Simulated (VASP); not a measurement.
# ZnSe (kn) (F-43m) in VASP: single point with PBEsol

Aim: the single point of ZnSe (kn) with PBEsol.

Everything below comes from runs of VASP 6.6.1. Logs are shortened: lines on timing, memory, paths and dates and some standing lists are left out, and cuts for length are marked.

## Step 1: The cell of the first run

The structure is cubic, space group F-43m (No. 216). Conventional cell: a = 5.633 Å, b = 5.633 Å, c = 5.633 Å, α = 90.00°, β = 90.00°, γ = 90.00°. Zn (site symmetry -43m) has 4 Se at 2.44 Å within 3.2 Å. Within 3.2 Å of Se (site symmetry -43m) lie 4 Zn at 2.44 Å.

## Step 2: Single point, PBEsol

INCAR reads:

```
  PREC = Accurate
  ENCUT = 520
  EDIFF = 1E-6
  ISMEAR = 0
  SIGMA = 0.02
  LREAL = F
  LASPH = T
  NELM = 80
  ALGO = Normal
  ISIF = 2
  LWAVE = F
  LCHARG = F
  GGA = PS
  NBANDS = 16
```

KPOINTS reads:

```
regular mesh
0
Gamma
  6 6 6
```

POSCAR reads:

```
ZnSe
1.0
    0.0000000000      2.8167247228      2.8167247228
    2.8167247228      0.0000000000      2.8167247228
    2.8167247228      2.8167247228      0.0000000000
Zn Se
1 1
Direct
    0.0000000000      0.0000000000      0.0000000000
    0.2500000000      0.2500000000      0.2500000000
```

Potentials or basis: VASP PAW PBE potentials, release 64 (Zn, Se).

Run with:

```sh
cat potpaw_PBE.64/Zn/POTCAR potpaw_PBE.64/Se/POTCAR > POTCAR
mpirun -np 1 vasp_std > vasp.out
```

OUTCAR:

```text
PREC = Accurate
   ENCUT = 520
   EDIFF = 1E-6
   ISMEAR = 0
   LREAL = F
   LASPH = T
   NELM = 80
   ISIF = 2
   GGA = PS

 ion  position               nearest neighbor table
   1  0.000  0.000  0.000-   2 2.44   2 2.44   2 2.44   2 2.44
   2  0.250  0.250  0.250-   1 2.44   1 2.44   1 2.44   1 2.44

  LATTYP: Found a face centered cubic cell.
 ALAT       =     5.6334494456

  Lattice vectors:

 A1 = (   0.0000000000,   2.8167247228,   2.8167247228)
 A2 = (   2.8167247228,   0.0000000000,   2.8167247228)
 A3 = (   2.8167247228,   2.8167247228,   0.0000000000)

Analysis of symmetry for initial positions (statically):
=====================================================================
 Subroutine PRICEL returns:
 Original cell was already a primitive cell.

 Routine SETGRP: Setting up the symmetry group for a
 face centered cubic supercell.

 Subroutine GETGRP returns: Found 24 space group operations
 (whereof 24 operations were pure point group operations)
 out of a pool of 48 trial point group operations.

The static configuration has the point symmetry T_d .

Analysis of symmetry for dynamics (positions and initial velocities):
=====================================================================
 Subroutine PRICEL returns:
 Original cell was already a primitive cell.

 Routine SETGRP: Setting up the symmetry group for a
 face centered cubic supercell.

 Subroutine GETGRP returns: Found 24 space group operations
 (whereof 24 operations were pure point group operations)
 out of a pool of 48 trial point group operations.

The dynamic configuration has the point symmetry T_d .

 Subroutine INISYM returns: Found 24 space group operations
 (whereof 24 operations are pure point group operations),
 and found     1 'primitive' translations

----------------------------------------------------------------------------------------

                                     Primitive cell

  volume of cell :      44.6954

  direct lattice vectors                    reciprocal lattice vectors
     0.000000000  2.816724723  2.816724723    -0.177511134  0.177511134  0.177511134
     2.816724723  0.000000000  2.816724723     0.177511134 -0.177511134  0.177511134
     2.816724723  2.816724723  0.000000000     0.177511134  0.177511134 -0.177511134

  length of vectors
     3.983450304  3.983450304  3.983450304     0.307458303  0.307458303  0.307458303

  position of ions in fractional coordinates (direct lattice)
     0.000000000  0.000000000  0.000000000
     0.250000000  0.250000000  0.250000000

  ion indices of the primitive-cell ions
   primitive index   ion index
                 1           1
                 2           2

----------------------------------------------------------------------------------------

 KPOINTS: regular mesh

Automatic generation of k-mesh.
 Grid dimensions read from file:
 generate k-points for:    6    6    6

 Generating k-lattice:

  Cartesian coordinates                     Fractional coordinates (reciprocal lattice)
    -0.029585189  0.029585189  0.029585189     0.166666667  0.000000000  0.000000000
     0.029585189 -0.029585189  0.029585189     0.000000000  0.166666667  0.000000000
     0.029585189  0.029585189 -0.029585189     0.000000000  0.000000000  0.166666667

  Length of vectors
     0.051243051  0.051243051  0.051243051

  Shift w.r.t. Gamma in fractional coordinates (k-lattice)
     0.000000000  0.000000000  0.000000000

 Subroutine IBZKPT returns following result:
 ===========================================

 Found     16 irreducible k-points:

 Following reciprocal coordinates:
            Coordinates               Weight
  0.000000  0.000000  0.000000      1.000000
  0.166667  0.000000  0.000000      8.000000
  0.333333  0.000000  0.000000      8.000000
  0.500000  0.000000  0.000000      4.000000
  0.166667  0.166667  0.000000      6.000000
  0.333333  0.166667  0.000000     24.000000
[... 8 lines left out ...]
 -0.333333  0.333333  0.166667     24.000000
 -0.333333  0.500000  0.166667     12.000000
   k-points           NKPTS =     16   k-points in BZ     NKDIM =     16   number of bands    NBANDS=     16
   number of dos      NEDOS =    301   number of ions     NIONS =      2
   total plane-waves  NPLWV =  27000
   dimension x,y,z NGX =    30 NGY =   30 NGZ =   30
   dimension x,y,z NGXF=    60 NGYF=   60 NGZF=   60
   ions per type =               1   1
   NGX,Y,Z   is equivalent  to a cutoff of  12.52, 12.52, 12.52 a.u.
   NGXF,Y,Z  is equivalent  to a cutoff of  25.04, 25.04, 25.04 a.u.
 SYSTEM =  unknown system
   PREC   = accura    normal or accurate (medium, high low for compatibility)
   ISTART =      0    job   : 0-new  1-cont  2-samecut
   ICHARG =      2    charge: 1-file 2-atom 10-const
   ISPIN  =      1    spin polarized calculation?
   LNONCOLLINEAR =      F non collinear calculations
   LSORBIT =      F    spin-orbit coupling
   LASPH  =      T    aspherical Exc in radial PAW
   ENCUT  =  520.0 eV  38.22 Ry    6.18 a.u.   7.41  7.41  7.41*2*pi/ulx,y,z
   NELM   =     80;   NELMIN=  2; NELMDL= -5     # of ELM steps
   EDIFF  = 0.1E-05   stopping-criterion for ELM
   LREAL  =      F    real-space projection
   EDIFFG = 0.1E-04   stopping-criterion for IOM
   NSW    =      0    number of steps for IOM
   IBRION =     -1    ionic relax: 0-MD 1-quasi-New 2-CG
   NFREE  =      0    steps in history (QN), initial steepest desc. (CG)
   ISIF   =      2    stress and relaxation
   ISYM   =      2    0-nonsym 1-usesym 2-fastsym
   POTIM  = 0.5000    time-step for ionic-motion
   TEBEG  =    0.0;   TEEND  =   0.0 temperature during run
   PSTRESS=    0.0 pullay stress
   NELECT =      18.0000    total number of electrons
   NUPDOWN=      -1.0000    fix difference up-down
   EMIN   =  10.00;   EMAX   =-10.00  energy-range for DOS
   EFERMI =   0.00;   METHOD = LEGACY
   ISMEAR =     0;   SIGMA  =   0.02  broadening in eV -4-tet -1-fermi 0-gaus
   EFERMI_NEDOS =   21; number of points for ismear=-14 and -15
   IALGO  =     38    algorithm
   IMIX   =      4    mixing-type and parameters
     AMIX     =   0.40;   BMIX     =  1.00
     AMIX_MAG =   1.60;   BMIX_MAG =  1.00
  volume/ion in A,a.u.               =      22.35       150.81
  Fermi-wavevector in a.u.,A,eV,Ry     =   1.208958  2.284600 19.886000  1.461580
  Thomas-Fermi vector in A             =   2.344550
   LORBIT       =      0    0 simple, 1 ext, 2 COOP (PROOUT), +10 PAW based schemes
   GGA     = PS    functional components
   LHFCALC =     F    Hartree Fock is set to
   AEXX    =    0.0000 exact exchange contribution
   IVDW    =     0    specifies the selected vdW correction
   LEPSILON=     F    determine dielectric tensor
   LRPA    =     F    only Hartree local field effects (RPA)
 non-spin polarized calculation
 Gauss-broadening in eV      SIGMA  =   0.02
  energy-cutoff  :      520.00
  volume of cell :       44.70
 maximum number of plane-waves:      1243
 NGX is ok and might be reduce to    30
   NGX = 15   NGY = 15   NGZ = 15

 number of electron      17.9999998 magnetization

 Free energy of the ion-electron system (eV)
  ---------------------------------------------------
  ext. energy  EPLUGINS =         0.00000000
  ---------------------------------------------------
  free energy    TOTEN  =        -6.76729094 eV

  energy without entropy =       -6.76729094  energy(sigma->0) =       -6.76729094

 E-fermi :   1.7904     XC(G=0):  -9.6075

 val. band max:        1.6488921025   @ k =   0.0000   0.0000   0.0000
 cond. band min:       2.8900178579   @ k =   0.0000   0.0000   0.0000
 fundamental gap:      1.2411257554
 Fermi energy:         1.7903525534

 k-point     1 :       0.0000    0.0000    0.0000
  band No.  band energies     occupation
      1     -11.7554      2.00000
      2      -4.9792      2.00000
      3      -4.9792      2.00000
      4      -4.9792      2.00000
      5      -4.5913      2.00000
      6      -4.5913      2.00000
[... 8 lines left out ...]
     15      13.1128      0.00000
     16      13.1128      0.00000

 k-point     2 :       0.1667    0.0000    0.0000
  band No.  band energies     occupation
      1     -11.5730      2.00000
      2      -4.9669      2.00000
      3      -4.9514      2.00000
      4      -4.9514      2.00000
      5      -4.5933      2.00000
      6      -4.5933      2.00000
[... 8 lines left out ...]
     15      12.0510      0.00000
     16      12.5417      0.00000

 k-point     3 :       0.3333    0.0000    0.0000
  band No.  band energies     occupation
      1     -11.1618      2.00000
      2      -4.9048      2.00000
      3      -4.9048      2.00000
      4      -4.8174      2.00000
      5      -4.5846      2.00000
      6      -4.5846      2.00000
[... 8 lines left out ...]
     15      12.6616      0.00000
     16      12.6616      0.00000

 k-point     4 :       0.5000    0.0000    0.0000
  band No.  band energies     occupation
      1     -10.9255      2.00000
      2      -4.8880      2.00000
      3      -4.8880      2.00000
      4      -4.5719      2.00000
      5      -4.5719      2.00000
      6      -4.4265      2.00000
[... 8 lines left out ...]
     15      14.7699      0.00000
     16      14.7699      0.00000

 k-point     5 :       0.1667    0.1667    0.0000
  band No.  band energies     occupation
      1     -11.5120      2.00000
      2      -4.9969      2.00000
      3      -4.9248      2.00000
      4      -4.9248      2.00000
      5      -4.6111      2.00000
      6      -4.5785      2.00000
[... 8 lines left out ...]
     15      13.5084      0.00000
     16      13.6090      0.00000

 k-point     6 :       0.3333    0.1667    0.0000
  band No.  band energies     occupation
      1     -11.1731      2.00000
      2      -4.9532      2.00000
      3      -4.8693      2.00000
      4      -4.8512      2.00000
      5      -4.6046      2.00000
      6      -4.5678      2.00000
[... 8 lines left out ...]
     15      13.8459      0.00000
     16      14.1197      0.00000

 k-point     7 :       0.5000    0.1667    0.0000
  band No.  band energies     occupation
      1     -10.8621      2.00000
      2      -4.8893      2.00000
      3      -4.8458      2.00000
      4      -4.6523      2.00000
      5      -4.5681      2.00000
      6      -4.4524      2.00000
[... 8 lines left out ...]
     15      14.3791      0.00000
     16      14.8170      0.00000

 k-point     8 :      -0.3333    0.1667    0.0000
  band No.  band energies     occupation
      1     -10.9416      2.00000
      2      -4.8821      2.00000
      3      -4.8652      2.00000
      4      -4.6852      2.00000
      5      -4.5956      2.00000
      6      -4.5370      2.00000
[... 8 lines left out ...]
     15      13.2741      0.00000
     16      14.7745      0.00000

 k-point     9 :      -0.1667    0.1667    0.0000
  band No.  band energies     occupation
      1     -11.3108      2.00000
      2      -4.9275      2.00000
      3      -4.9173      2.00000
      4      -4.9001      2.00000
      5      -4.6077      2.00000
      6      -4.5748      2.00000
[... 8 lines left out ...]
     15      12.8256      0.00000
     16      14.2613      0.00000

 k-point    10 :       0.3333    0.3333    0.0000
  band No.  band energies     occupation
      1     -10.9612      2.00000
      2      -4.9903      2.00000
      3      -4.7938      2.00000
      4      -4.7938      2.00000
      5      -4.5925      2.00000
      6      -4.5529      2.00000
[... 8 lines left out ...]
     15      14.6236      0.00000
     16      16.8858      0.00000

 k-point    11 :       0.5000    0.3333    0.0000
  band No.  band energies     occupation
      1     -10.7216      2.00000
      2      -4.9258      2.00000
      3      -4.7571      2.00000
      4      -4.7228      2.00000
      5      -4.5542      2.00000
      6      -4.4342      2.00000
[... 8 lines left out ...]
     15      15.1684      0.00000
     16      15.9845      0.00000

 k-point    12 :      -0.3333    0.3333    0.0000
  band No.  band energies     occupation
      1     -10.7141      2.00000
      2      -4.8830      2.00000
      3      -4.7904      2.00000
      4      -4.6371      2.00000
      5      -4.5833      2.00000
      6      -4.3540      2.00000
[... 8 lines left out ...]
     15      12.7646      0.00000
     16      17.2220      0.00000

 k-point    13 :       0.5000    0.5000    0.0000
  band No.  band energies     occupation
      1     -10.6434      2.00000
      2      -4.9670      2.00000
      3      -4.7135      2.00000
      4      -4.7135      2.00000
      5      -4.5401      2.00000
      6      -4.4075      2.00000
[... 8 lines left out ...]
     15      15.6333      0.00000
     16      16.0985      0.00000

 k-point    14 :       0.5000    0.3333    0.1667
  band No.  band energies     occupation
      1     -10.8756      2.00000
      2      -4.8907      2.00000
      3      -4.8360      2.00000
      4      -4.7347      2.00000
      5      -4.5750      2.00000
      6      -4.5255      2.00000
[... 8 lines left out ...]
     15      14.5277      0.00000
     16      16.0081      0.00000

 k-point    15 :      -0.3333    0.3333    0.1667
  band No.  band energies     occupation
      1     -10.7140      2.00000
      2      -4.8667      2.00000
      3      -4.8048      2.00000
      4      -4.6307      2.00000
      5      -4.5994      2.00000
      6      -4.3373      2.00000
[... 8 lines left out ...]
     15      14.6883      0.00000
     16      15.7340      0.00000

 k-point    16 :      -0.3333    0.5000    0.1667
  band No.  band energies     occupation
      1     -10.6393      2.00000
      2      -4.8884      2.00000
      3      -4.7521      2.00000
      4      -4.6781      2.00000
      5      -4.5769      2.00000
      6      -4.3071      2.00000
[... 8 lines left out ...]
     15      15.4698      0.00000
     16      15.8034      0.00000

------------------------ aborting loop because EDIFF is reached ----------------------------------------

  FORCE on cell =-STRESS in cart. coord.  units (eV):
  Direction    XX          YY          ZZ          XY          YZ          ZX
  --------------------------------------------------------------------------------------
  -------------------------------------------------------------------------------------
  Total        0.0828824      0.0828824      0.0828824      0.0000000      0.0000000     -0.0000000
  in kB        2.9710486      2.9710486      2.9710486      0.0000000      0.0000000     -0.0000000
  external PRESSURE =       2.9710486 kB  Pullay stress =       0.0000000 kB

 VOLUME and BASIS-vectors are now :
 -----------------------------------------------------------------------------
  energy-cutoff  :      520.00
  volume of cell :       44.70
      direct lattice vectors                 reciprocal lattice vectors
     0.000000000  2.816724723  2.816724723    -0.177511134  0.177511134  0.177511134
     2.816724723  0.000000000  2.816724723     0.177511134 -0.177511134  0.177511134
     2.816724723  2.816724723  0.000000000     0.177511134  0.177511134 -0.177511134

 POSITION                                       TOTAL-FORCE (eV/Angst)
 -----------------------------------------------------------------------------------
      0.00000      0.00000      0.00000        -0.000000     -0.000000     -0.000000
      1.40836      1.40836      1.40836         0.000000      0.000000      0.000000
 -----------------------------------------------------------------------------------
    total drift:                                0.000000      0.000000      0.000001

  FREE ENERGIE OF THE ION-ELECTRON SYSTEM (eV)
  ---------------------------------------------------
  free  energy   TOTEN  =        -6.7672909386 eV

  energy  without entropy=       -6.7672909386  energy(sigma->0) =       -6.76729094
```

Wall time 26 s (1 thread of Intel Xeon 6975P-C, shared host); peak memory 0.17 GiB.

Results:

| Property | Result |
| --- | --- |
| Free energy | -6.7673 eV |
| Pressure | 0.3 GPa |
| Band gap on the k mesh | 1.24 eV, direct |

Caveat: the PAW data sets were made with another functional, which shifts forces and pressure a little. A hybrid or GW would open this gap; PBEsol tends to underestimate it.
